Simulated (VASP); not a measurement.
**SrO: single point with PBE**

Crystal: SrO.

```
Sr O
1.0
     3.48752    0.00000    0.00000
    -1.74376    3.02028    0.00000
     0.00000    0.00000    6.08656
Sr O
2 2
Direct
  0.33333 0.66667 0.25346
  0.66667 0.33333 0.75346
  0.00000 0.00000 0.98103
  0.00000 0.00000 0.48103
```

This cell differs from its parent crystal: atoms displaced along a vibrational mode, the cell strained.

```yaml
Program: VASP 6.6.1
Task: single point
Functional: PBE
Potentials_or_basis: VASP PAW PBE potentials, release 64 (Sr_sv, O)
Cutoff: 520 eV
k_mesh: 9 × 9 × 4
Occupations: gaussian, width 0.05 eV
Spin: no spin polarisation
Dipole_correction: no
Further_INCAR_settings: ALGO = Normal; EDIFF = 1e-07; NBANDS = 24
```

* Pressure: 8.8 GPa
* Largest force: 0.465 eV/Å
* Band gap on the k mesh: 3.29 eV (least direct gap 3.49 eV)

Forces in eV/Å, atoms in the order of the input:
```
Sr   0.000  0.000 -0.465
Sr   0.000  0.000 -0.465
O    0.000  0.000  0.465
O    0.000  0.000  0.465
```

Stress tensor (GPa, compression positive):
```
8.47 0.00 0.00
0.00 8.47 0.00
0.00 0.00 9.40
```

Levels at points of the mesh, in eV from the valence-band top:
```csv
k point,band 12,band 13,band 14,band 15,band 16,band 17,band 18,band 19,band 20,band 21
"(0.00, 0.00, 0.00)",-1.08,-1.08,-0.83,-0.83,0.00,3.52,5.30,5.46,6.45,6.45
"(0.00, 0.00, 0.50)",-1.63,-0.99,-0.99,-0.99,-0.99,5.07,5.07,6.36,6.36,7.51
```

Run time: 60 s on 1 thread of Intel(R) Xeon(R) 6975P-C (Granite Rapids), on a shared host, peak memory 0.2 GiB.

Caveat: the cell differs from its parent crystal (atoms displaced along a vibrational mode, the cell strained); the cell stands under pressure; an odd mesh through Γ misses points on the zone boundary, where band edges can lie.
